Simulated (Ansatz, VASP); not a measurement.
# Two plane-wave programs on Ta

INCAR

```
PREC = Accurate
ENCUT = 520
EDIFF = 1E-7
ISMEAR = 0
SIGMA = 0.15
LREAL = False
LASPH = True
NELM = 60
ALGO = Fast
ISIF = 2
LWAVE = False
LCHARG = False
GGA = PS
NBANDS = 12
```

Contents of KPOINTS:

```
Automatic mesh
0
Gamma
  26 26 26
```

The input POSCAR:

```
Ta
1.0
   -1.5746493717      1.5746493717      1.7058701527
    1.5746493717     -1.5746493717      1.7058701527
    1.5746493717      1.5746493717     -1.7058701527
Ta
1
Direct
    0.0000000000      0.0000000000      0.0000000000
```

Input for Ansatz:

```yaml
crystal:
  lattice:
    - [-1.5746493717, 1.5746493717, 1.7058701527]
    - [1.5746493717, -1.5746493717, 1.7058701527]
    - [1.5746493717, 1.5746493717, -1.7058701527]
  atoms:
    - { symbol: Ta, position: [0.0, 0.0, 0.0] }
basis:
  ecutwfc: 420
kpoints:
  mp_grid: { grid: [26, 26, 26] }
hamiltonian:
  xc: pbesol
scf:
  occupations: { method: gaussian, width: 0.15 }
output:
  forces: true
  stress: true
  eigenvalues: true
```

Change from the starting cell: strain -0.040 along x and y, +0.040 along z, atoms carried along.

Alike in both runs: task single point; functional PBEsol; k mesh 26 × 26 × 26; occupations gaussian, width 0.15 eV; no spin polarisation.

```csv
,VASP,Ansatz
version,VASP 6.6.1,Ansatz 0.2.0
potentials or method,"VASP PAW PBE potentials, release 64 (Ta_pv), cutoff 520 eV","scalar-relativistic, plane waves, PAW"
valence electrons in the cell,11,13
```

```csv
,VASP,Ansatz,Ansatz less VASP
gap on the k mesh at the Fermi level (eV),none,none,-
pressure (GPa),10.7,10.4,-0.33
"traceless stress, the component that is largest in VASP (GPa)",-6.83,-6.84,-0.014
```

VASP's potentials were made for PBE, not for PBEsol. A gap of «none» marks a metal or a gap that the smearing closes. The functional is the same, so the differences come from potentials, cutoffs and numerics. VASP's potentials hold 11 valence electrons a cell and Ansatz's 13, so a difference there can come from the potentials and not from the codes.

Spin-orbit coupling is off throughout.
